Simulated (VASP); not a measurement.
Crystal: Ta.

```
CELL_PARAMETERS angstrom
-1.66222 1.66222 1.66222
1.66222 -1.66222 1.66222
1.66222 1.66222 -1.66222
ATOMIC_POSITIONS crystal
Ta 0.00000 0.00000 0.00000
```

Base run:

| Property | Result |
| --- | --- |
| Program | VASP 6.6.1 |
| Functional | r2SCAN |
| Potentials or basis | VASP PAW PBE potentials, release 64 (Ta_sv_GW) |
| Cutoff | 550 eV |
| k mesh | 11 × 11 × 11 |
| Occupations | fermi-dirac, width 0.05 eV |
| Spin | no spin polarisation |

Its results: band gap on the k mesh zero (an odd number of electrons rules out a gap without spin polarisation); pressure -4.7 GPa.

Task: The run is repeated on the same cell with these changes: functional from r2SCAN to r2SCAN50; cutoff from 550 eV to 440 eV; k mesh from 11 × 11 × 11 to 6 × 6 × 6. What comes out?

Result: Band gap on the k mesh zero (an odd number of electrons rules out a gap without spin polarisation); pressure -22.6 GPa.

Several settings changed at once.

Caveats: some runs use coarse meshes; the PAW data sets were made with another functional, which shifts forces and pressure a little; spin-orbit coupling is left out, which moves the levels of the heavy elements; the cell stands under tension (at least some runs).
